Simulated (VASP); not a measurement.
A run of VASP 6.6.1:

The input INCAR:

```
PREC     = Accurate       # precision mode
ENCUT    = 600            # plane-wave cutoff, eV
EDIFF    = 1E-6           # SCF threshold, eV
ISMEAR   = 0              # smearing method
SIGMA    = 0.1            # smearing width, eV
LREAL    = False          # projectors in reciprocal space
LASPH    = True           # aspherical terms in the spheres
NELM     = 80             # most SCF steps
ALGO     = Normal         # electronic algorithm
ISIF     = 3              # what is computed and relaxed
LWAVE    = False          # write WAVECAR
LCHARG   = False          # write CHGCAR
GGA      = PE             # functional
IBRION   = 2              # ionic algorithm
NSW      = 90             # ionic steps
EDIFFG   = -0.04          # ionic threshold
```

Contents of KPOINTS:

```
regular mesh
0
Gamma
  4 4 2
```

The input POSCAR:

```
CsP4
1.0
    5.4941096700      0.0000000000      0.0000000000
    0.0000000000      5.4941096700      0.0000000000
    0.0000000000      0.0000000000      7.7698444100
Cs P
1 4
Direct
    0.0000000000      0.0000000000      0.0000000000
    0.5000000000      0.0000000000      0.2500000000
    0.0000000000      0.5000000000      0.7500000000
    0.5000000000      0.0000000000      0.7500000000
    0.0000000000      0.5000000000      0.2500000000
```

Potentials or basis: VASP PAW PBE potentials, release 64 (Cs_sv, P).

The run is started by

```console
$ cat potpaw_PBE.64/Cs_sv/POTCAR potpaw_PBE.64/P/POTCAR > POTCAR
$ mpirun -np 1 vasp_std > vasp.out
```

Hardware: 1 thread of Intel Xeon 8259CL, on a shared host.

Problem. Estimate the wall time of this run.

Solution. Run time: 44 min on 1 thread of Intel Xeon 8259CL (shared host), peak memory 0.47 GiB. Counts: scf iterations 302, k points 12, ion steps 36.
